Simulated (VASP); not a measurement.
The system is Zn.

```
Zn
1.0
     2.56000    0.00000    0.00000
     0.00000    2.56000    0.00000
     0.00000    0.00000    2.56000
Zn
1
Direct
  0.00000 0.00000 0.00000
```

| Item | Value |
| --- | --- |
| Program | VASP 6.6.1 |
| Task | relaxation of cell and atoms |
| Functional | PBE |
| Potentials or basis | VASP PAW PBE potentials, release 64 (Zn) |
| Cutoff | 600 eV |
| k mesh | 8 × 8 × 8 |
| Occupations | methfessel-paxton, width 0.1 eV |
| Spin | no spin polarisation |

At the start: pressure 5.6 GPa; volume 16.78 Å³/atom.

Question: Where does the relaxation end?

Answer: Over 3 steps the energy falls by 25.7 meV/atom and the volume is 18.39 Å³/atom (+9.6 %); space group Pm-3m (No. 221, to 0.05 Å).

The path:
| step | energy change (eV) | largest force (eV/Å) | pressure (GPa) | volume (Å³) |
| --- | --- | --- | --- | --- |
| 1 | 0.0000 | 0.0000 | 5.58 | 16.78 |
| 2 | -0.0255 | 0.0000 | 0.40 | 18.24 |
| 3 | -0.0257 | 0.0000 | 0.00 | 18.39 |

Final structure:
```
Zn
1.0
     2.63946    0.00000    0.00000
     0.00000    2.63946    0.00000
     0.00000    0.00000    2.63946
Zn
1
Direct
  0.00000 0.00000 0.00000
```
